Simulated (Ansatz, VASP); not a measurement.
**Two plane-wave programs on Ir**

File INCAR:

```
PREC     = Accurate       # precision mode
ENCUT    = 520            # plane-wave cutoff, eV
EDIFF    = 1E-6           # SCF threshold, eV
ISMEAR   = 0              # smearing method
SIGMA    = 0.15           # smearing width, eV
LREAL    = F              # projectors in reciprocal space
LASPH    = T              # aspherical terms in the spheres
NELM     = 60             # most SCF steps
ALGO     = Normal         # electronic algorithm
ISIF     = 2              # what is computed and relaxed
LWAVE    = F              # write WAVECAR
LCHARG   = F              # write CHGCAR
NBANDS   = 10             # bands
```

Contents of KPOINTS:

```
regular mesh
0
Gamma
  8 8 8
```

POSCAR

```
Ir
1.0
    0.0000000000      1.9460005285      1.8681605073
    1.9460005285      0.0000000000      1.8681605073
    1.9460005285      1.9460005285      0.0000000000
Ir
1
Direct
    0.0000000000      0.0000000000      0.0000000000
```

Input for Ansatz:

```yaml
crystal:
  lattice:
    - [0.0, 1.9460005285, 1.8681605073]
    - [1.9460005285, 0.0, 1.8681605073]
    - [1.9460005285, 1.9460005285, 0.0]
  atoms:
    - { symbol: Ir, position: [0.0, 0.0, 0.0] }
basis:
  ecutwfc: 420
kpoints:
  mp_grid: { grid: [8, 8, 8] }
hamiltonian:
  xc: lda
scf:
  occupations: { method: gaussian, width: 0.15 }
output:
  forces: true
  stress: true
  eigenvalues: true
```

Alike in both runs: task single point; functional LDA; k mesh 8 × 8 × 8; occupations gaussian, width 0.15 eV; no spin polarisation.

|  | VASP | Ansatz |
| --- | --- | --- |
| version | VASP 6.6.1 | Ansatz 0.2.0 |
| potentials or method | VASP PAW LDA potentials, release 64 (Ir), cutoff 520 eV | scalar-relativistic, plane waves, PAW |
| valence electrons in the cell | 9 | 17 |

VASP gave:

* gap on the k mesh at the Fermi level (eV): none
* pressure (GPa): -4.3
* traceless stress, the component that is largest in VASP (GPa): 9.66

Estimate Ansatz's values.

gap on the k mesh at the Fermi level (eV): none; pressure (GPa): -6.6; traceless stress, the component that is largest in VASP (GPa): 9.73.

LDA's correlation is that of Perdew and Zunger in VASP and of Perdew and Wang (1992) in Ansatz. A gap of «none» marks a metal or a gap that the smearing closes. VASP's potentials hold 9 valence electrons a cell and Ansatz's 17, so a difference there can come from the potentials and not from the codes.

Neither program's run includes spin-orbit coupling.
